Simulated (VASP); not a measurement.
Crystal: Ni2Pt.

```
Ni Pt
1.0
     2.57448    0.00000    0.00000
    -1.28724    2.22956    0.00000
     0.00000    0.00000    6.30616
Ni Pt
2 1
Direct
  0.66667 0.33333 0.83333
  0.33333 0.66667 0.16667
  0.00000 0.00000 0.50000
```

| Item | Value |
| --- | --- |
| Program | VASP 6.6.1 |
| Task | relaxation of cell and atoms |
| Functional | PBE |
| Potentials or basis | VASP PAW PBE potentials, release 64 (Ni, Pt) |
| Cutoff | 600 eV |
| k mesh | 6 × 6 × 4 |
| Occupations | gaussian, width 0.1 eV |
| Spin | collinear spin, ferromagnetic start |
| Starting moments | [2.0, 2.0, 0.0] μB |

At the start: pressure 18.0 GPa; volume 12.07 Å³/atom.

Q: How do energy, volume and symmetry change on relaxing?

A: Over 9 steps the energy falls by 87.3 meV/atom and the volume is 12.78 Å³/atom (+5.9 %); space group P-3m1 (No. 164, to 0.05 Å); moment 1.67 μB per cell.

Step by step:
| step | energy change (eV) | largest force (eV/Å) | pressure (GPa) | volume (Å³) |
| --- | --- | --- | --- | --- |
| 1 | 0.0000 | 1.2579 | 18.03 | 36.20 |
| 2 | 0.1163 | 0.1680 | -19.43 | 43.75 |
| 3 | -0.2034 | 0.6515 | -3.10 | 39.25 |
| 4 | -0.2037 | 0.6657 | -2.63 | 39.15 |
| 5 | -0.2517 | 0.3591 | -0.69 | 38.60 |
| 6 | -0.2599 | 0.1162 | 0.70 | 38.28 |
| 7 | -0.2615 | 0.0417 | -0.61 | 38.52 |
| 8 | -0.2617 | 0.0054 | -0.34 | 38.47 |
| 9 | -0.2618 | 0.0198 | 0.37 | 38.35 |

Final structure:
```yaml
crystal:
  lattice:
    - [2.66372, 0.00000, 0.00000]
    - [-1.33186, 2.30685, 0.00000]
    - [0.00000, 0.00000, 6.24066]
  atoms:
    - { symbol: Ni, position: [0.66667, 0.33333, 0.84675] }
    - { symbol: Ni, position: [0.33333, 0.66667, 0.15325] }
    - { symbol: Pt, position: [0.00000, 0.00000, 0.50000] }
```

Caveat: the k points lie up to 0.45 Å⁻¹ apart in the final cell.
